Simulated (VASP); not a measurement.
# LuBW3 (Pm-3m) in VASP: single point with PBE

Aim: the single point of LuBW3 with PBE.

All numbers are computed with VASP 6.6.1; they aren't measurements. Logs are shortened: lines on timing, memory, paths and dates and some standing lists are left out, and cuts for length are marked.

### 1 The cell of the first run

The structure is cubic, space group Pm-3m (No. 221). The conventional cell has a = 4.301 Å, b = 4.301 Å, c = 4.301 Å, α = 90.00°, β = 90.00°, γ = 90.00°. Lu (site symmetry m-3m) has 12 W at 3.04 Å and 8 B at 3.73 Å within 4.0 Å. B (site symmetry m-3m) has 6 W at 2.15 Å within 2.8 Å. Within 2.8 Å of W (site symmetry 4/mmm) lie 2 B at 2.15 Å.

### 2 Single point, PBE

File INCAR:

```
  PREC = Accurate
  ENCUT = 520
  EDIFF = 1E-6
  ISMEAR = 0
  SIGMA = 0.1
  LREAL = False
  LASPH = True
  NELM = 80
  ALGO = Normal
  ISIF = 2
  LWAVE = False
  LCHARG = True
  GGA = PE
  LELF = True
  LVHAR = True
  NBANDS = 43
```

File KPOINTS:

```
regular mesh
0
Gamma
  4 4 4
```

File POSCAR:

```
LuBW3
1.0
    4.3012731900      0.0000000000      0.0000000000
    0.0000000000      4.3012731900      0.0000000000
    0.0000000000      0.0000000000      4.3012731900
Lu B W
1 1 3
Direct
    0.0000000000      0.0000000000      0.0000000000
    0.5000000000      0.5000000000      0.5000000000
    0.0000000000      0.5000000000      0.5000000000
    0.5000000000      0.5000000000      0.0000000000
    0.5000000000      0.0000000000      0.5000000000
```

Potentials or basis: VASP PAW PBE potentials, release 64 (Lu, B, W_sv).

Started as:

```sh
$ cat potpaw_PBE.64/Lu/POTCAR potpaw_PBE.64/B/POTCAR potpaw_PBE.64/W_sv/POTCAR > POTCAR
$ mpirun -np 1 vasp_std > vasp.out
```

OUTCAR:

```text
PREC = Accurate
   ENCUT = 520
   EDIFF = 1E-6
   ISMEAR = 0
   LREAL = False
   LASPH = True
   NELM = 80
   ISIF = 2
   GGA = PE

 ion  position               nearest neighbor table
   1  0.000  0.000  0.000-   3 3.04   4 3.04   5 3.04   3 3.04   5 3.04   3 3.04   4 3.04   3 3.04
                             4 3.04   5 3.04   5 3.04   4 3.04
   2  0.500  0.500  0.500-   3 2.15   4 2.15   5 2.15   4 2.15   5 2.15   3 2.15
   3  0.000  0.500  0.500-   2 2.15   2 2.15   4 3.04   5 3.04   1 3.04   4 3.04   1 3.04   5 3.04
                             1 3.04   1 3.04   4 3.04   5 3.04   4 3.04   5 3.04
   4  0.500  0.500  0.000-   2 2.15   2 2.15   3 3.04   5 3.04   1 3.04   3 3.04   5 3.04   1 3.04
                             5 3.04   5 3.04   1 3.04   3 3.04   3 3.04   1 3.04
   5  0.500  0.000  0.500-   2 2.15   2 2.15   3 3.04   4 3.04   1 3.04   4 3.04   1 3.04   3 3.04
                             4 3.04   4 3.04   1 3.04   3 3.04   1 3.04   3 3.04

  LATTYP: Found a simple cubic cell.
 ALAT       =     4.3012731900

  Lattice vectors:

 A1 = (   4.3012731900,   0.0000000000,   0.0000000000)
 A2 = (   0.0000000000,   4.3012731900,   0.0000000000)
 A3 = (   0.0000000000,   0.0000000000,   4.3012731900)

Analysis of symmetry for initial positions (statically):
=====================================================================
 Subroutine PRICEL returns:
 Original cell was already a primitive cell.

 Routine SETGRP: Setting up the symmetry group for a
 simple cubic supercell.

 Subroutine GETGRP returns: Found 48 space group operations
 (whereof 48 operations were pure point group operations)
 out of a pool of 48 trial point group operations.

The static configuration has the point symmetry O_h .

Analysis of symmetry for dynamics (positions and initial velocities):
=====================================================================
 Subroutine PRICEL returns:
 Original cell was already a primitive cell.

 Routine SETGRP: Setting up the symmetry group for a
 simple cubic supercell.

 Subroutine GETGRP returns: Found 48 space group operations
 (whereof 48 operations were pure point group operations)
 out of a pool of 48 trial point group operations.

The dynamic configuration has the point symmetry O_h .

 Subroutine INISYM returns: Found 48 space group operations
 (whereof 48 operations are pure point group operations),
 and found     1 'primitive' translations

----------------------------------------------------------------------------------------

                                     Primitive cell

  volume of cell :      79.5776

  direct lattice vectors                    reciprocal lattice vectors
     4.301273190  0.000000000  0.000000000     0.232489302  0.000000000  0.000000000
     0.000000000  4.301273190  0.000000000     0.000000000  0.232489302  0.000000000
     0.000000000  0.000000000  4.301273190     0.000000000  0.000000000  0.232489302

  length of vectors
     4.301273190  4.301273190  4.301273190     0.232489302  0.232489302  0.232489302

  position of ions in fractional coordinates (direct lattice)
     0.000000000  0.000000000  0.000000000
     0.500000000  0.500000000  0.500000000
     0.000000000  0.500000000  0.500000000
     0.500000000  0.500000000  0.000000000
     0.500000000  0.000000000  0.500000000

  ion indices of the primitive-cell ions
   primitive index   ion index
                 1           1
                 2           2
                 3           3
                 4           4
                 5           5

----------------------------------------------------------------------------------------

 KPOINTS: regular mesh

Automatic generation of k-mesh.
 Grid dimensions read from file:
 generate k-points for:    4    4    4

 Generating k-lattice:

  Cartesian coordinates                     Fractional coordinates (reciprocal lattice)
     0.058122325  0.000000000  0.000000000     0.250000000  0.000000000  0.000000000
     0.000000000  0.058122325  0.000000000     0.000000000  0.250000000  0.000000000
     0.000000000  0.000000000  0.058122325     0.000000000  0.000000000  0.250000000

  Length of vectors
     0.058122325  0.058122325  0.058122325

  Shift w.r.t. Gamma in fractional coordinates (k-lattice)
     0.000000000  0.000000000  0.000000000

 Subroutine IBZKPT returns following result:
 ===========================================

 Found     10 irreducible k-points:

 Following reciprocal coordinates:
            Coordinates               Weight
  0.000000  0.000000  0.000000      1.000000
  0.250000  0.000000  0.000000      6.000000
  0.500000  0.000000  0.000000      3.000000
  0.250000  0.250000  0.000000     12.000000
  0.500000  0.250000  0.000000     12.000000
  0.500000  0.500000  0.000000      3.000000
  0.250000  0.250000  0.250000      8.000000
  0.500000  0.250000  0.250000     12.000000
  0.500000  0.500000  0.250000      6.000000
  0.500000  0.500000  0.500000      1.000000
   k-points           NKPTS =     10   k-points in BZ     NKDIM =     10   number of bands    NBANDS=     43
   number of dos      NEDOS =    301   number of ions     NIONS =      5
   total plane-waves  NPLWV =  32768
   dimension x,y,z NGX =    32 NGY =   32 NGZ =   32
   dimension x,y,z NGXF=    64 NGYF=   64 NGZF=   64
   ions per type =               1   1   3
   NGX,Y,Z   is equivalent  to a cutoff of  12.37, 12.37, 12.37 a.u.
   NGXF,Y,Z  is equivalent  to a cutoff of  24.74, 24.74, 24.74 a.u.
 SYSTEM =  unknown system
   PREC   = accura    normal or accurate (medium, high low for compatibility)
   ISTART =      0    job   : 0-new  1-cont  2-samecut
   ICHARG =      2    charge: 1-file 2-atom 10-const
   ISPIN  =      1    spin polarized calculation?
   LNONCOLLINEAR =      F non collinear calculations
   LSORBIT =      F    spin-orbit coupling
   LASPH  =      T    aspherical Exc in radial PAW
   ENCUT  =  520.0 eV  38.22 Ry    6.18 a.u.   8.00  8.00  8.00*2*pi/ulx,y,z
   NELM   =     80;   NELMIN=  2; NELMDL= -5     # of ELM steps
   EDIFF  = 0.1E-05   stopping-criterion for ELM
   LREAL  =      F    real-space projection
   EDIFFG = 0.1E-04   stopping-criterion for IOM
   NSW    =      0    number of steps for IOM
   IBRION =     -1    ionic relax: 0-MD 1-quasi-New 2-CG
   NFREE  =      0    steps in history (QN), initial steepest desc. (CG)
   ISIF   =      2    stress and relaxation
   ISYM   =      2    0-nonsym 1-usesym 2-fastsym
   POTIM  = 0.5000    time-step for ionic-motion
   TEBEG  =    0.0;   TEEND  =   0.0 temperature during run
   PSTRESS=    0.0 pullay stress
   NELECT =      70.0000    total number of electrons
   NUPDOWN=      -1.0000    fix difference up-down
   EMIN   =  10.00;   EMAX   =-10.00  energy-range for DOS
   EFERMI =   0.00;   METHOD = LEGACY
   ISMEAR =     0;   SIGMA  =   0.10  broadening in eV -4-tet -1-fermi 0-gaus
   EFERMI_NEDOS =   21; number of points for ismear=-14 and -15
   IALGO  =     38    algorithm
   IMIX   =      4    mixing-type and parameters
     AMIX     =   0.40;   BMIX     =  1.00
     AMIX_MAG =   1.60;   BMIX_MAG =  1.00
  volume/ion in A,a.u.               =      15.92       107.40
  Fermi-wavevector in a.u.,A,eV,Ry     =   1.568594  2.964212 33.476950  2.460486
  Thomas-Fermi vector in A             =   2.670602
   LORBIT       =      0    0 simple, 1 ext, 2 COOP (PROOUT), +10 PAW based schemes
   GGA     = PE    functional components
   LHFCALC =     F    Hartree Fock is set to
   AEXX    =    0.0000 exact exchange contribution
   IVDW    =     0    specifies the selected vdW correction
   LEPSILON=     F    determine dielectric tensor
   LRPA    =     F    only Hartree local field effects (RPA)
 non-spin polarized calculation
 Gauss-broadening in eV      SIGMA  =   0.10
  energy-cutoff  :      520.00
  volume of cell :       79.58
 maximum number of plane-waves:      2176
 NGX is ok and might be reduce to    32
   NGX = 15   NGY = 15   NGZ = 15

 number of electron      70.0000010 magnetization

 Free energy of the ion-electron system (eV)
  ---------------------------------------------------
  ext. energy  EPLUGINS =         0.00000000
  ---------------------------------------------------
  free energy    TOTEN  =       -48.51410539 eV

  energy without entropy =      -48.49133653  energy(sigma->0) =      -48.50272096

 E-fermi :   7.6428     XC(G=0): -12.8306

 val. band max:        7.5902694201   @ k =   0.2500   0.2500   0.2500
 cond. band min:       7.6967524714   @ k =   0.5000   0.5000   0.0000
 fundamental gap:      0.1064830512
 Fermi energy:         7.6427852337

 k-point     1 :       0.0000    0.0000    0.0000
  band No.  band energies     occupation
      1     -66.0701      2.00000
      2     -66.0239      2.00000
      3     -66.0239      2.00000
      4     -47.1847      2.00000
      5     -30.4903      2.00000
      6     -30.4903      2.00000
[... 35 lines left out ...]
     42      12.0503      0.00000
     43      13.6183      0.00000

 k-point     2 :       0.2500    0.0000    0.0000
  band No.  band energies     occupation
      1     -66.0643      2.00000
      2     -66.0298      2.00000
      3     -66.0239      2.00000
      4     -47.1848      2.00000
      5     -30.4558      2.00000
      6     -30.4558      2.00000
[... 35 lines left out ...]
     42      12.0750      0.00000
     43      12.4261      0.00000

 k-point     3 :       0.5000    0.0000    0.0000
  band No.  band energies     occupation
      1     -66.0547      2.00000
      2     -66.0394      2.00000
      3     -66.0238      2.00000
      4     -47.1848      2.00000
      5     -30.4093      2.00000
      6     -30.4093      2.00000
[... 35 lines left out ...]
     42      11.4428      0.00000
     43      12.2082      0.00000

 k-point     4 :       0.2500    0.2500    0.0000
  band No.  band energies     occupation
      1     -66.0591      2.00000
      2     -66.0316      2.00000
      3     -66.0272      2.00000
      4     -47.1847      2.00000
      5     -30.4744      2.00000
      6     -30.4188      2.00000
[... 35 lines left out ...]
     42      12.1995      0.00000
     43      12.3295      0.00000

 k-point     5 :       0.5000    0.2500    0.0000
  band No.  band energies     occupation
      1     -66.0502      2.00000
      2     -66.0394      2.00000
      3     -66.0284      2.00000
      4     -47.1846      2.00000
      5     -30.4411      2.00000
      6     -30.3824      2.00000
[... 35 lines left out ...]
     42      11.7003      0.00000
     43      12.1362      0.00000

 k-point     6 :       0.5000    0.5000    0.0000
  band No.  band energies     occupation
      1     -66.0394      2.00000
      2     -66.0394      2.00000
      3     -66.0392      2.00000
      4     -47.1845      2.00000
      5     -30.4661      2.00000
      6     -30.4315      2.00000
[... 35 lines left out ...]
     42      11.9683      0.00000
     43      12.3034      0.00000

 k-point     7 :       0.2500    0.2500    0.2500
  band No.  band energies     occupation
      1     -66.0548      2.00000
      2     -66.0316      2.00000
      3     -66.0316      2.00000
      4     -47.1845      2.00000
      5     -30.5300      2.00000
      6     -30.3636      2.00000
[... 35 lines left out ...]
     42      11.8287      0.00000
     43      11.8287      0.00000

 k-point     8 :       0.5000    0.2500    0.2500
  band No.  band energies     occupation
      1     -66.0470      2.00000
      2     -66.0394      2.00000
      3     -66.0316      2.00000
      4     -47.1844      2.00000
      5     -30.5396      2.00000
      6     -30.3897      2.00000
[... 35 lines left out ...]
     42      11.8260      0.00000
     43      12.2487      0.00000

 k-point     9 :       0.5000    0.5000    0.2500
  band No.  band energies     occupation
      1     -66.0393      2.00000
      2     -66.0393      2.00000
      3     -66.0393      2.00000
      4     -47.1841      2.00000
      5     -30.5880      2.00000
      6     -30.4348      2.00000
[... 35 lines left out ...]
     42      12.1476      0.00000
     43      12.1941      0.00000

 k-point    10 :       0.5000    0.5000    0.5000
  band No.  band energies     occupation
      1     -66.0394      2.00000
      2     -66.0394      2.00000
      3     -66.0394      2.00000
      4     -47.1838      2.00000
      5     -30.6622      2.00000
      6     -30.4382      2.00000
[... 35 lines left out ...]
     42      11.4812      0.00000
     43      12.5381      0.00000

------------------------ aborting loop because EDIFF is reached ----------------------------------------

  FORCE on cell =-STRESS in cart. coord.  units (eV):
  Direction    XX          YY          ZZ          XY          YZ          ZX
  --------------------------------------------------------------------------------------
  -------------------------------------------------------------------------------------
  Total        2.8349843      2.8349843      2.8349843      0.0000000     -0.0000000      0.0000000
  in kB       57.0781864     57.0781864     57.0781864      0.0000000     -0.0000000      0.0000000
  external PRESSURE =      57.0781864 kB  Pullay stress =       0.0000000 kB

 VOLUME and BASIS-vectors are now :
 -----------------------------------------------------------------------------
  energy-cutoff  :      520.00
  volume of cell :       79.58
      direct lattice vectors                 reciprocal lattice vectors
     4.301273190  0.000000000  0.000000000     0.232489302  0.000000000  0.000000000
     0.000000000  4.301273190  0.000000000     0.000000000  0.232489302  0.000000000
     0.000000000  0.000000000  4.301273190     0.000000000  0.000000000  0.232489302

 POSITION                                       TOTAL-FORCE (eV/Angst)
 -----------------------------------------------------------------------------------
      0.00000      0.00000      0.00000         0.000000      0.000000      0.000000
      2.15064      2.15064      2.15064         0.000000      0.000000      0.000000
      0.00000      2.15064      2.15064         0.000000      0.000000      0.000000
      2.15064      2.15064      0.00000         0.000000      0.000000      0.000000
      2.15064      0.00000      2.15064         0.000000      0.000000      0.000000
 -----------------------------------------------------------------------------------
    total drift:                                0.000000     -0.000000     -0.000000

  FREE ENERGIE OF THE ION-ELECTRON SYSTEM (eV)
  ---------------------------------------------------
  free  energy   TOTEN  =       -48.5141053868 eV

  energy  without entropy=      -48.4913365349  energy(sigma->0) =      -48.50272096
```

Wall time 20 s (1 thread of Intel Xeon Platinum 8488C (Sapphire Rapids), shared host); peak memory 0.19 GiB.

Results:

```
Free energy            : -48.5141 eV
Pressure               : 5.7 GPa
Band gap on the k mesh : zero (band 35 reaches 8.41 eV, above the bottom of band 36 at 7.15 eV)
```

Caveat: the k points lie up to 0.37 Å⁻¹ apart; spin-orbit coupling is left out, which moves the levels of the heavy elements.
